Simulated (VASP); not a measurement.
# Br (Fm-3m) in VASP: further runs

Br is run at these levels: PBE; tasks: single point.

All numbers are computed with VASP 6.6.1; they aren't measurements. Logs are shortened: lines on timing, memory, paths and dates and some standing lists are left out, and cuts for length are marked.

### Step 1. The cell of the first run

Symmetry: Fm-3m, No. 225, cubic system. Conventional cell: a = 4.692 Å, b = 4.692 Å, c = 4.692 Å, α = 90.00°, β = 90.00°, γ = 90.00°. Br (site symmetry m-3m) has 12 Br at 3.32 Å within 4.4 Å.

### Step 2. Single point, PBE

File INCAR:

```
PREC     = Accurate       # precision mode
ENCUT    = 520            # plane-wave cutoff, eV
EDIFF    = 1E-7           # SCF threshold, eV
ISMEAR   = -1             # smearing method
SIGMA    = 0.02           # smearing width, eV
LREAL    = F              # projectors in reciprocal space
LASPH    = T              # aspherical terms in the spheres
NELM     = 100            # most SCF steps
ALGO     = Normal         # electronic algorithm
ISIF     = 2              # what is computed and relaxed
LWAVE    = F              # write WAVECAR
LCHARG   = F              # write CHGCAR
GGA      = PE             # functional
NBANDS   = 10             # bands
```

File KPOINTS:

```
Automatic mesh
0
Gamma
  8 8 8
```

File POSCAR:

```
Br
1.0
    0.0000000000      2.3460335357      2.3460335357
    2.3460335357      0.0000000000      2.3460335357
    2.3460335357      2.3460335357      0.0000000000
Br
1
Direct
    0.0000000000      0.0000000000      0.0000000000
```

Potentials or basis: VASP PAW PBE potentials, release 64 (Br).

Started as:

```
cat potpaw_PBE.64/Br/POTCAR > POTCAR
mpirun -np 1 vasp_std > vasp.out
```

OUTCAR:

```text
PREC = Accurate
   ENCUT = 520
   EDIFF = 1E-7
   ISMEAR = -1
   LREAL = F
   LASPH = T
   NELM = 100
   ISIF = 2
   GGA = PE

 ion  position               nearest neighbor table
   1  0.000  0.000  0.000-

  LATTYP: Found a face centered cubic cell.
 ALAT       =     4.6920670714

  Lattice vectors:

 A1 = (   0.0000000000,   2.3460335357,   2.3460335357)
 A2 = (   2.3460335357,   0.0000000000,   2.3460335357)
 A3 = (   2.3460335357,   2.3460335357,   0.0000000000)

Analysis of symmetry for initial positions (statically):
=====================================================================
 Subroutine PRICEL returns:
 Original cell was already a primitive cell.

 Routine SETGRP: Setting up the symmetry group for a
 face centered cubic supercell.

 Subroutine GETGRP returns: Found 48 space group operations
 (whereof 48 operations were pure point group operations)
 out of a pool of 48 trial point group operations.

The static configuration has the point symmetry O_h .

Analysis of symmetry for dynamics (positions and initial velocities):
=====================================================================
 Subroutine PRICEL returns:
 Original cell was already a primitive cell.

 Routine SETGRP: Setting up the symmetry group for a
 face centered cubic supercell.

 Subroutine GETGRP returns: Found 48 space group operations
 (whereof 48 operations were pure point group operations)
 out of a pool of 48 trial point group operations.

The dynamic configuration has the point symmetry O_h .

 Subroutine INISYM returns: Found 48 space group operations
 (whereof 48 operations are pure point group operations),
 and found     1 'primitive' translations

----------------------------------------------------------------------------------------

                                     Primitive cell

  volume of cell :      25.8245

  direct lattice vectors                    reciprocal lattice vectors
     0.000000000  2.346033536  2.346033536    -0.213125683  0.213125683  0.213125683
     2.346033536  0.000000000  2.346033536     0.213125683 -0.213125683  0.213125683
     2.346033536  2.346033536  0.000000000     0.213125683  0.213125683 -0.213125683

  length of vectors
     3.317792444  3.317792444  3.317792444     0.369144512  0.369144512  0.369144512

  position of ions in fractional coordinates (direct lattice)
     0.000000000  0.000000000  0.000000000

  ion indices of the primitive-cell ions
   primitive index   ion index
                 1           1

----------------------------------------------------------------------------------------

 KPOINTS: Automatic mesh

Automatic generation of k-mesh.
 Grid dimensions read from file:
 generate k-points for:    8    8    8

 Generating k-lattice:

  Cartesian coordinates                     Fractional coordinates (reciprocal lattice)
    -0.026640710  0.026640710  0.026640710     0.125000000  0.000000000  0.000000000
     0.026640710 -0.026640710  0.026640710     0.000000000  0.125000000  0.000000000
     0.026640710  0.026640710 -0.026640710     0.000000000  0.000000000  0.125000000

  Length of vectors
     0.046143064  0.046143064  0.046143064

  Shift w.r.t. Gamma in fractional coordinates (k-lattice)
     0.000000000  0.000000000  0.000000000

 Subroutine IBZKPT returns following result:
 ===========================================

 Found     29 irreducible k-points:

 Following reciprocal coordinates:
            Coordinates               Weight
  0.000000  0.000000  0.000000      1.000000
  0.125000  0.000000  0.000000      8.000000
  0.250000  0.000000  0.000000      8.000000
  0.375000  0.000000  0.000000      8.000000
  0.500000  0.000000  0.000000      4.000000
  0.125000  0.125000  0.000000      6.000000
[... 16 lines left out ...]
  0.500000  0.250000  0.125000     48.000000
 -0.375000  0.250000  0.125000     24.000000
 [... further k-points ...]
   k-points           NKPTS =     29   k-points in BZ     NKDIM =     29   number of bands    NBANDS=     10
   number of dos      NEDOS =    301   number of ions     NIONS =      1
   total plane-waves  NPLWV =  21952
   dimension x,y,z NGX =    28 NGY =   28 NGZ =   28
   dimension x,y,z NGXF=    56 NGYF=   56 NGZF=   56
   ions per type =               1
   NGX,Y,Z   is equivalent  to a cutoff of  14.03, 14.03, 14.03 a.u.
   NGXF,Y,Z  is equivalent  to a cutoff of  28.06, 28.06, 28.06 a.u.
 SYSTEM =  unknown system
   PREC   = accura    normal or accurate (medium, high low for compatibility)
   ISTART =      0    job   : 0-new  1-cont  2-samecut
   ICHARG =      2    charge: 1-file 2-atom 10-const
   ISPIN  =      1    spin polarized calculation?
   LNONCOLLINEAR =      F non collinear calculations
   LSORBIT =      F    spin-orbit coupling
   LASPH  =      T    aspherical Exc in radial PAW
   ENCUT  =  520.0 eV  38.22 Ry    6.18 a.u.   6.17  6.17  6.17*2*pi/ulx,y,z
   NELM   =    100;   NELMIN=  2; NELMDL= -5     # of ELM steps
   EDIFF  = 0.1E-06   stopping-criterion for ELM
   LREAL  =      F    real-space projection
   EDIFFG = 0.1E-05   stopping-criterion for IOM
   NSW    =      0    number of steps for IOM
   IBRION =     -1    ionic relax: 0-MD 1-quasi-New 2-CG
   NFREE  =      0    steps in history (QN), initial steepest desc. (CG)
   ISIF   =      2    stress and relaxation
   ISYM   =      2    0-nonsym 1-usesym 2-fastsym
   POTIM  = 0.5000    time-step for ionic-motion
   TEBEG  =    0.0;   TEEND  =   0.0 temperature during run
   PSTRESS=    0.0 pullay stress
   NELECT =       7.0000    total number of electrons
   NUPDOWN=      -1.0000    fix difference up-down
   EMIN   =  10.00;   EMAX   =-10.00  energy-range for DOS
   EFERMI =   0.00;   METHOD = LEGACY
   ISMEAR =    -1;   SIGMA  =   0.02  broadening in eV -4-tet -1-fermi 0-gaus
   EFERMI_NEDOS =   21; number of points for ismear=-14 and -15
   IALGO  =     38    algorithm
   IMIX   =      4    mixing-type and parameters
     AMIX     =   0.40;   BMIX     =  1.00
     AMIX_MAG =   1.60;   BMIX_MAG =  1.00
  volume/ion in A,a.u.               =      25.82       174.27
  Fermi-wavevector in a.u.,A,eV,Ry     =   1.059489  2.002145 15.272783  1.122518
  Thomas-Fermi vector in A             =   2.194837
   LORBIT       =      0    0 simple, 1 ext, 2 COOP (PROOUT), +10 PAW based schemes
   GGA     = PE    functional components
   LHFCALC =     F    Hartree Fock is set to
   AEXX    =    0.0000 exact exchange contribution
   IVDW    =     0    specifies the selected vdW correction
   LEPSILON=     F    determine dielectric tensor
   LRPA    =     F    only Hartree local field effects (RPA)
 non-spin polarized calculation
  energy-cutoff  :      520.00
  volume of cell :       25.82
 maximum number of plane-waves:       725
 NGX is ok and might be reduce to    28
   NGX = 13   NGY = 13   NGZ = 13

 number of electron       6.9999999 magnetization

 Free energy of the ion-electron system (eV)
  ---------------------------------------------------
  ext. energy  EPLUGINS =         0.00000000
  ---------------------------------------------------
  free energy    TOTEN  =        -0.97643199 eV

  energy without entropy =       -0.97380572  energy(sigma->0) =       -0.97511885

 E-fermi :   1.7427     XC(G=0):  -9.4111

 val. band max:        1.6410402053   @ k =   0.3750   0.1250   0.0000
 cond. band min:       1.7474318245   @ k =   0.3750   0.1250   0.0000
 fundamental gap:      0.1063916192
 Fermi energy:         1.7427392458

 k-point     1 :       0.0000    0.0000    0.0000
  band No.  band energies     occupation
      1     -13.6447      2.00000
      2       2.6521      0.00000
      3       2.6521      0.00000
      4       2.6521      0.00000
      5       9.8615      0.00000
      6      14.3040      0.00000
      7      14.3040      0.00000
      8      14.3040      0.00000
      9      18.4488      0.00000
     10      18.5624      0.00000

 k-point     2 :       0.1250    0.0000    0.0000
  band No.  band energies     occupation
      1     -13.4727      2.00000
      2       1.5544      1.99984
      3       2.5421      0.00000
      4       2.5421      0.00000
      5      10.7111      0.00000
      6      13.6775      0.00000
      7      14.6325      0.00000
      8      14.6325      0.00000
      9      17.7213      0.00000
     10      17.7213      0.00000

 k-point     3 :       0.2500    0.0000    0.0000
  band No.  band energies     occupation
      1     -13.0131      2.00000
      2      -0.4951      2.00000
      3       2.2975      0.00000
      4       2.2975      0.00000
      5      10.9052      0.00000
      6      14.6314      0.00000
      7      14.6314      0.00000
      8      14.6495      0.00000
      9      17.8585      0.00000
     10      17.8585      0.00000

 k-point     4 :       0.3750    0.0000    0.0000
  band No.  band energies     occupation
      1     -12.4669      2.00000
      2      -2.2183      2.00000
      3       2.0771      0.00000
      4       2.0771      0.00000
      5      10.3453      0.00000
      6      13.9544      0.00000
      7      13.9544      0.00000
      8      16.2745      0.00000
      9      19.0303      0.00000
     10      20.0060      0.00000

 k-point     5 :       0.5000    0.0000    0.0000
  band No.  band energies     occupation
      1     -12.2040      2.00000
      2      -2.9005      2.00000
      3       1.9917      0.00001
      4       1.9917      0.00001
      5      10.1211      0.00000
      6      13.6585      0.00000
      7      13.6585      0.00000
      8      16.4268      0.00000
      9      20.1366      0.00000
     10      22.0669      0.00000

 k-point     6 :       0.1250    0.1250    0.0000
  band No.  band energies     occupation
      1     -13.4153      2.00000
      2       1.6291      1.99319
      3       2.2854      0.00000
      4       2.2854      0.00000
      5      11.0844      0.00000
      6      12.8804      0.00000
      7      15.1056      0.00000
      8      15.1056      0.00000
      9      16.1496      0.00000
     10      18.9108      0.00000
[... 183 lines left out ...]
 k-point    21 :       0.5000    0.5000    0.0000
  band No.  band energies     occupation
      1     -11.7114      2.00000
      2      -2.3916      2.00000
      3       0.6451      2.00000
      4       0.6451      2.00000
      5       8.3327      0.00000
      6       9.5229      0.00000
      7      20.5768      0.00000
      8      22.2502      0.00000
      9      23.0671      0.00000
     10      23.0672      0.00000

 k-point    22 :       0.3750    0.2500    0.1250
  band No.  band energies     occupation
      1     -12.6456      2.00000
      2      -0.8182      2.00000
      3       0.9747      2.00000
      4       1.8982      0.00084
      5      12.0571      0.00000
      6      12.0905      0.00000
      7      13.7765      0.00000
      8      16.9474      0.00000
      9      16.9653      0.00000
     10      21.3488      0.00000

 k-point    23 :       0.5000    0.2500    0.1250
  band No.  band energies     occupation
      1     -12.1781      2.00000
      2      -1.8355      2.00000
      3       0.3421      2.00000
      4       1.5484      1.99988
      5      11.6149      0.00000
      6      12.4028      0.00000
      7      14.3094      0.00000
      8      16.3439      0.00000
      9      19.2312      0.00000
     10      22.6396      0.00000

 k-point    24 :      -0.3750    0.2500    0.1250
  band No.  band energies     occupation
      1     -11.9594      2.00000
      2      -2.3056      2.00000
      3       0.1748      2.00000
      4       1.3642      2.00000
      5      11.5423      0.00000
      6      12.0739      0.00000
      7      15.7194      0.00000
      8      15.9633      0.00000
      9      20.1026      0.00000
     10      21.7897      0.00000

 [... further k-points ...]
[... 5 lines left out ...]
  --------------------------------------------------------------------------------------
  -------------------------------------------------------------------------------------
  Total        0.0997718      0.0997718      0.0997718     -0.0000000     -0.0000000     -0.0000000
  in kB        6.1899327      6.1899327      6.1899327     -0.0000000     -0.0000000     -0.0000000
  external PRESSURE =       6.1899327 kB  Pullay stress =       0.0000000 kB

 VOLUME and BASIS-vectors are now :
 -----------------------------------------------------------------------------
  energy-cutoff  :      520.00
  volume of cell :       25.82
      direct lattice vectors                 reciprocal lattice vectors
     0.000000000  2.346033536  2.346033536    -0.213125683  0.213125683  0.213125683
     2.346033536  0.000000000  2.346033536     0.213125683 -0.213125683  0.213125683
     2.346033536  2.346033536  0.000000000     0.213125683  0.213125683 -0.213125683

 POSITION                                       TOTAL-FORCE (eV/Angst)
 -----------------------------------------------------------------------------------
      0.00000      0.00000      0.00000         0.000000     -0.000000     -0.000000
 -----------------------------------------------------------------------------------
    total drift:                                0.000000      0.000000      0.000000

  FREE ENERGIE OF THE ION-ELECTRON SYSTEM (eV)
  ---------------------------------------------------
  free  energy   TOTEN  =        -0.9764319872 eV

  energy  without entropy=       -0.9738057194  energy(sigma->0) =       -0.97511885
```

Run time: 7.9 s. Hardware: 1 thread of Intel Xeon Platinum 8375C at 2.90GHz (Ice Lake), shared host; peak memory 0.15 GiB.

What came out:

| Item | Value |
| --- | --- |
| Free energy | -0.9764 eV |
| Pressure | 0.6 GPa |
| Band gap on the k mesh | zero (an odd number of electrons rules out a gap without spin polarisation) |

Caveat: an odd number of electrons without spin polarisation forces a metal; a magnetic or distorted state may lie lower.

### Step 3. Single point, PBE

This run uses another cell than the first one, of 26.88 Å³/atom.

INCAR, as its differences from that of step 2:

```diff
@@ -2,3 +2,3 @@
 ENCUT    = 520            # plane-wave cutoff, eV
-EDIFF    = 1E-7           # SCF threshold, eV
+EDIFF    = 1E-6           # SCF threshold, eV
 ISMEAR   = -1             # smearing method
@@ -7,3 +7,3 @@
 LASPH    = T              # aspherical terms in the spheres
-NELM     = 100            # most SCF steps
+NELM     = 80             # most SCF steps
 ALGO     = Normal         # electronic algorithm
```

KPOINTS is that of step 2.

File POSCAR:

```
Br
1.0
    0.0000000000      2.3775276768      2.3775276768
    2.3775276768      0.0000000000      2.3775276768
    2.3775276768      2.3775276768      0.0000000000
Br
1
Direct
    0.0000000000      0.0000000000      0.0000000000
```

Potentials or basis: VASP PAW PBE potentials, release 64 (Br).

Started as:

```
cat potpaw_PBE.64/Br/POTCAR > POTCAR
mpirun -np 1 vasp_std > vasp.out
```

Run time: 6.9 s. Hardware: 1 thread of Intel Xeon Platinum 8375C at 2.90GHz (Ice Lake), shared host; peak memory 0.15 GiB.

Results (log left out):

| Property | Result |
| --- | --- |
| Free energy | -0.9766 eV |
| Pressure | -0.5 GPa |
| Band gap on the k mesh | zero (an odd number of electrons rules out a gap without spin polarisation) |

Levels at points of the mesh, in eV from the Fermi level:
```
           k point  band 2  band 3  band 4  band 5  band 6  band 7
(0.00, 0.00, 0.00)    0.84    0.84    0.84    7.90   12.55   12.55
(0.50, 0.00, 0.00)   -4.36    0.23    0.23    8.37   11.93   11.93
(0.50, 0.50, 0.00)   -3.88   -1.02   -1.02    6.73    7.92   18.34
```

Caveat: an odd number of electrons without spin polarisation forces a metal; a magnetic or distorted state may lie lower.
